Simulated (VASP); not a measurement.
# H2SO3 in VASP: a series of runs

The runs below take H2SO3 through single point, with PBE.

Everything below comes from runs of VASP 6.6.1. Logs are shortened: lines on timing, memory, paths and dates and some standing lists are left out, and cuts for length are marked.

**1. The cell of the first run**

The cell holds a disordered packing, 36 atoms: a = 9.326 Å, b = 9.326 Å, c = 9.326 Å, α = 90.00°, β = 90.00°, γ = 90.00°.

**2. Single point, PBE**

INCAR

```
SYSTEM = H2SO3
PREC = Accurate ; ENCUT = 520
EDIFF = 1E-6 ; ISMEAR = -1
SIGMA = 0.02 ; LREAL = Auto
LASPH = .True. ; NELM = 80
ALGO = Normal ; ISIF = 2
LWAVE = .False. ; LCHARG = .False.
GGA = PE ; NBANDS = 102
```

KPOINTS

```
regular mesh
0
Gamma
  1 1 1
  0 0 0
```

POSCAR

```
H2SO3
1.0
    9.3262990000      0.0000000000      0.0000000000
    0.0000000000      9.3262990000      0.0000000000
    0.0000000000      0.0000000000      9.3262990000
O H S
18 12 6
Direct
    0.2701178678      0.0333787283      0.1094968111
    0.2697533073      0.1547237548      0.6418408846
    0.7729861545      0.6631247829      0.7723428125
    0.7704556759      0.4346096989      0.5376730898
    0.9551270016      0.8136882594      0.4119855046
    0.5883469960      0.5831144809      0.0612783270
    0.2446200792      0.8138062054      0.6906062094
    0.4574376181      0.8724146631      0.8058716539
    0.0476716434      0.4970460415      0.7943343871
   -0.0742845581      0.4475623181      1.0341615683
    0.3582771687      0.7496864512      0.1202084557
    0.2993041506      0.4866346232      0.1082422942
    0.9203650880      0.2320856323      0.3762693004
    0.9594695602      0.0694166035      0.1491159569
    0.4537276791      0.2493164759     -0.1057225380
    0.5957668739      0.2772160747      0.1099900400
    0.5881539933      0.1466712573      0.4231045992
    0.5901805207     -0.0911079518      0.5192735082
    0.2918949950     -0.0537083360      0.1411814054
    0.1607711698      0.0247793900      0.0697918864
    0.3167172745      0.2484050747      0.6596292913
    0.2874452127      0.1132603619      0.7339674613
    0.7384065212      0.6073470302      0.6985085938
    0.8611990673      0.6120863163      0.7870646223
    0.8656166825      0.4070853830      0.5837578229
    0.7339245718      0.3364678743      0.5049805931
    1.0035063212      0.8228451608      0.5035866854
    0.9472031724      0.7135949641      0.3928568020
    0.5968927224      0.5555687202     -0.0421067349
    0.6757557312      0.5152097311      0.0956649578
    0.3949047741      0.7744443964      0.7198461040
    0.0547805727      0.4356283237      0.9313984036
    0.3909160536      0.6058887883      0.1838457034
    0.8777115124      0.1110622767      0.2733881897
    0.5021713329      0.1806933275      0.0273742028
    0.5602651170      0.0585441235      0.5502182591
```

Potentials or basis: VASP PAW PBE potentials, release 64 (O, H, S).

On the command line:

```sh
cat potpaw_PBE.64/O/POTCAR potpaw_PBE.64/H/POTCAR potpaw_PBE.64/S/POTCAR > POTCAR
mpirun -np 1 vasp_gam > vasp.out
```

OUTCAR:

```text
SYSTEM = H2SO3
   PREC = Accurate
   ENCUT = 520
   EDIFF = 1E-6
   ISMEAR = -1
   LREAL = Auto
   LASPH = .True.
   NELM = 80
   ISIF = 2
   GGA = PE

 ion  position               nearest neighbor table
   1  0.270  0.033  0.109-  19 0.89  20 1.09
   2  0.270  0.155  0.642-  22 0.96  21 0.99
   3  0.773  0.663  0.772-  23 0.92  24 0.96
   4  0.770  0.435  0.538-  25 1.02  26 1.02
   5  0.955  0.814  0.412-  28 0.95  27 0.97
   6  0.588  0.583  0.061-  29 1.00  30 1.08  33 2.18
   7  0.245  0.814  0.691-  31 1.47
   8  0.457  0.872  0.806-  31 1.35
   9  0.048  0.497  0.794-  32 1.40
  10  0.926  0.448  0.034-  32 1.54
  11  0.358  0.750  0.120-  33 1.50
  12  0.299  0.487  0.108-  33 1.57
[... 16 lines left out ...]
  29  0.597  0.556  0.958-   6 1.00
  30  0.676  0.515  0.096-   6 1.08
  31  0.395  0.774  0.720-   8 1.35   7 1.47
  32  0.055  0.436  0.931-   9 1.40  10 1.54
  33  0.391  0.606  0.184-  11 1.50  12 1.57   6 2.18
  34  0.878  0.111  0.273-  14 1.44  13 1.53
  35  0.502  0.181  0.027-  15 1.47  16 1.47
  36  0.560  0.059  0.550-  18 1.45  17 1.47

  LATTYP: Found a simple cubic cell.
 ALAT       =     9.3262990000

  Lattice vectors:

 A1 = (   9.3262990000,   0.0000000000,   0.0000000000)
 A2 = (   0.0000000000,   9.3262990000,   0.0000000000)
 A3 = (   0.0000000000,   0.0000000000,   9.3262990000)

Analysis of symmetry for initial positions (statically):
=====================================================================
 Subroutine PRICEL returns:
 Original cell was already a primitive cell.

 Routine SETGRP: Setting up the symmetry group for a
 simple cubic supercell.

 Subroutine GETGRP returns: Found  1 space group operations
 (whereof  1 operations were pure point group operations)
 out of a pool of 48 trial point group operations.

The static configuration has the point symmetry C_1 .

Analysis of symmetry for dynamics (positions and initial velocities):
=====================================================================
 Subroutine PRICEL returns:
 Original cell was already a primitive cell.

 Routine SETGRP: Setting up the symmetry group for a
 simple cubic supercell.

 Subroutine GETGRP returns: Found  1 space group operations
 (whereof  1 operations were pure point group operations)
[... 146 lines left out ...]
   EDIFF  = 0.1E-05   stopping-criterion for ELM
   LREAL  =      T    real-space projection
   EDIFFG = 0.1E-04   stopping-criterion for IOM
   NSW    =      0    number of steps for IOM
   IBRION =     -1    ionic relax: 0-MD 1-quasi-New 2-CG
   NFREE  =      0    steps in history (QN), initial steepest desc. (CG)
   ISIF   =      2    stress and relaxation
   ISYM   =      2    0-nonsym 1-usesym 2-fastsym
   POTIM  = 0.5000    time-step for ionic-motion
   TEBEG  =    0.0;   TEEND  =   0.0 temperature during run
   PSTRESS=    0.0 pullay stress
   NELECT =     156.0000    total number of electrons
   NUPDOWN=      -1.0000    fix difference up-down
   EMIN   =  10.00;   EMAX   =-10.00  energy-range for DOS
   EFERMI =   0.00;   METHOD = LEGACY
   ISMEAR =    -1;   SIGMA  =   0.02  broadening in eV -4-tet -1-fermi 0-gaus
   EFERMI_NEDOS =   21; number of points for ismear=-14 and -15
   IALGO  =     38    algorithm
   IMIX   =      4    mixing-type and parameters
     AMIX     =   0.40;   BMIX     =  1.00
     AMIX_MAG =   1.60;   BMIX_MAG =  1.00
  volume/ion in A,a.u.               =      22.53       152.06
  Fermi-wavevector in a.u.,A,eV,Ry     =   0.944946  1.785689 12.148956  0.892923
  Thomas-Fermi vector in A             =   2.072800
   LORBIT       =      0    0 simple, 1 ext, 2 COOP (PROOUT), +10 PAW based schemes
   GGA     = PE    functional components
   LHFCALC =     F    Hartree Fock is set to
   AEXX    =    0.0000 exact exchange contribution
   IVDW    =     0    specifies the selected vdW correction
   LEPSILON=     F    determine dielectric tensor
   LRPA    =     F    only Hartree local field effects (RPA)
 non-spin polarized calculation
  energy-cutoff  :      520.00
  volume of cell :      811.20
 maximum number of plane-waves:     10940
 NGX is ok and might be reduce to    70
   NGX = 35   NGY = 35   NGZ = 35

 number of electron     156.0000002 magnetization

 Free energy of the ion-electron system (eV)
  ---------------------------------------------------
  ext. energy  EPLUGINS =         0.00000000
  ---------------------------------------------------
  free energy    TOTEN  =      -186.74150568 eV

  energy without entropy =     -186.74150568  energy(sigma->0) =     -186.74150568

 E-fermi :  -3.2351     XC(G=0):  -5.6360

 val. band max:       -3.7552891465   @ k =   0.0000   0.0000   0.0000
 cond. band min:      -1.5433692572   @ k =   0.0000   0.0000   0.0000
 fundamental gap:      2.2119198893
 Fermi energy:        -3.2351092192

 k-point     1 :       0.0000    0.0000    0.0000
  band No.  band energies     occupation
      1     -26.5383      2.00000
      2     -26.1291      2.00000
      3     -25.5694      2.00000
      4     -25.2109      2.00000
      5     -25.0764      2.00000
      6     -24.1433      2.00000
[... 82 lines left out ...]
     89       2.6514      0.00000
     90       2.7110      0.00000
 [bands above 90 left out]

------------------------ aborting loop because EDIFF is reached ----------------------------------------

  FORCE on cell =-STRESS in cart. coord.  units (eV):
  Direction    XX          YY          ZZ          XY          YZ          ZX
  --------------------------------------------------------------------------------------
  -------------------------------------------------------------------------------------
  Total       -8.6185669      0.8788223      1.4544410      1.1438356     -3.9167483      2.2214653
  in kB      -17.0222763      1.7357359      2.8726234      2.2591559     -7.7358536      4.3875503
  external PRESSURE =      -4.1379723 kB  Pullay stress =       0.0000000 kB

 VOLUME and BASIS-vectors are now :
 -----------------------------------------------------------------------------
  energy-cutoff  :      520.00
  volume of cell :      811.20
      direct lattice vectors                 reciprocal lattice vectors
     9.326299000  0.000000000  0.000000000     0.107223669  0.000000000  0.000000000
     0.000000000  9.326299000  0.000000000     0.000000000  0.107223669  0.000000000
     0.000000000  0.000000000  9.326299000     0.000000000  0.000000000  0.107223669

 POSITION                                       TOTAL-FORCE (eV/Angst)
 -----------------------------------------------------------------------------------
      2.51920      0.31130      1.02120        -4.931676      5.385161     -3.276251
      2.51580      1.44300      5.98600         0.501589      1.235536     -0.467772
      7.20910      6.18450      7.20310         0.481090      1.514243      2.121943
      7.18550      4.05330      5.01450         0.850253     -2.001581      0.609192
      8.90780      7.58870      3.84230         0.070602      1.155326     -0.025812
      5.48710      5.43830      0.57150         3.757021     -2.131916     -0.215637
[... 28 lines left out ...]
      4.68340      1.68520      0.25530         0.801226      1.358560     -0.334230
      5.22520      0.54600      5.13150         0.636953      0.046941     -1.460843
 -----------------------------------------------------------------------------------
    total drift:                                0.011869      0.002988      0.000505

  FREE ENERGIE OF THE ION-ELECTRON SYSTEM (eV)
  ---------------------------------------------------
  free  energy   TOTEN  =      -186.7415056798 eV

  energy  without entropy=     -186.7415056798  energy(sigma->0) =     -186.74150568
```

OSZICAR:

```text
N       E                     dE             d eps       ncg     rms          rms(c)
DAV:   1     0.152455561166E+04    0.15246E+04   -0.79671E+04   212   0.136E+03
DAV:   2    -0.170396583901E+02   -0.15416E+04   -0.14900E+04   280   0.316E+02
DAV:   3    -0.210076385164E+03   -0.19304E+03   -0.19137E+03   240   0.124E+02
[... 12 lines left out ...]
DAV:  16    -0.186741549526E+03    0.13800E-03   -0.93183E-05   216   0.533E-02    0.229E-02
DAV:  17    -0.186741517365E+03    0.32162E-04   -0.49240E-05   264   0.301E-02    0.133E-02
DAV:  18    -0.186741509242E+03    0.81231E-05   -0.89490E-06   224   0.141E-02    0.693E-03
DAV:  19    -0.186741506391E+03    0.28501E-05   -0.24246E-06   208   0.770E-03    0.419E-03
DAV:  20    -0.186741505680E+03    0.71159E-06   -0.86966E-07   152   0.459E-03
   1 F= -.18674151E+03 E0= -.18674151E+03  d E =-.550126E-11
```

stdout:

```text
POSCAR found type information on POSCAR O H S
 POSCAR found :  3 types and      36 ions
 scaLAPACK will be used
 LDA part: xc-table for (Slater+PW92), standard interpolation
 POSCAR, INCAR and KPOINTS ok, starting setup
 FFT: planning ... GRIDC
 FFT: planning ... GRID_SOFT
 FFT: planning ... GRID
 WAVECAR not read
 entering main loop
```

Run time: 2.4 min. Hardware: 1 thread of Intel Xeon Platinum 8488C (Sapphire Rapids), shared host; peak memory 0.67 GiB.

Results:

```yaml
Free_energy: -186.7415 eV
Pressure: -0.4 GPa
Largest_force: 8.003 eV/Å
Band_gap_on_the_k_mesh: 2.21 eV
```

Forces in eV/Å, atoms in the order of the input:
```
O   -4.932  5.385 -3.276
O    0.502  1.236 -0.468
O    0.481  1.514  2.122
O    0.850 -2.002  0.609
O    0.071  1.155 -0.026
O    3.757 -2.132 -0.216
O    0.552 -1.093 -0.571
O    4.262  4.638  4.658
O   -0.457  1.527 -2.907
O    2.709 -0.020 -2.537
O    0.561 -1.654  1.207
O    2.123  2.516  2.086
O   -0.258 -2.636 -2.607
O    0.650  0.425 -0.381
O   -0.251 -0.646  0.209
O   -0.327 -0.901  0.059
O   -0.338  0.611  0.839
O   -0.410 -0.484  0.568
H    1.396 -5.483  1.813
H    3.450  0.337  1.510
H   -0.416 -0.415 -0.471
H   -0.037 -0.855  0.919
H   -1.623 -1.593 -2.790
H    0.882  0.043  0.538
H   -1.520  0.476 -0.933
H    0.593  1.792  0.374
H    0.075 -0.128  0.129
H   -0.117 -0.952 -0.070
H   -0.559  0.583  0.482
H   -2.487  1.810 -0.372
S   -4.947 -3.651 -3.866
S   -2.202 -1.701  5.620
S   -3.216 -1.019 -3.208
S   -0.255  1.909  2.752
S    0.801  1.359 -0.334
S    0.637  0.047 -1.461
```

Stress tensor (GPa, compression positive):
```
-1.70  0.23  0.44
 0.23  0.17 -0.77
 0.44 -0.77  0.29
```

Levels at points of the mesh, in eV from the valence-band top:
| k point | band 74 | band 75 | band 76 | band 77 | band 78 | band 79 | band 80 | band 81 | band 82 | band 83 |
| --- | --- | --- | --- | --- | --- | --- | --- | --- | --- | --- |
| (0.00, 0.00, 0.00) | -0.42 | -0.34 | -0.21 | -0.11 | 0.00 | 2.21 | 2.33 | 2.54 | 2.68 | 2.71 |

Caveat: the k points lie up to 0.67 Å⁻¹ apart.

(Part 1 of 2 ends here.)
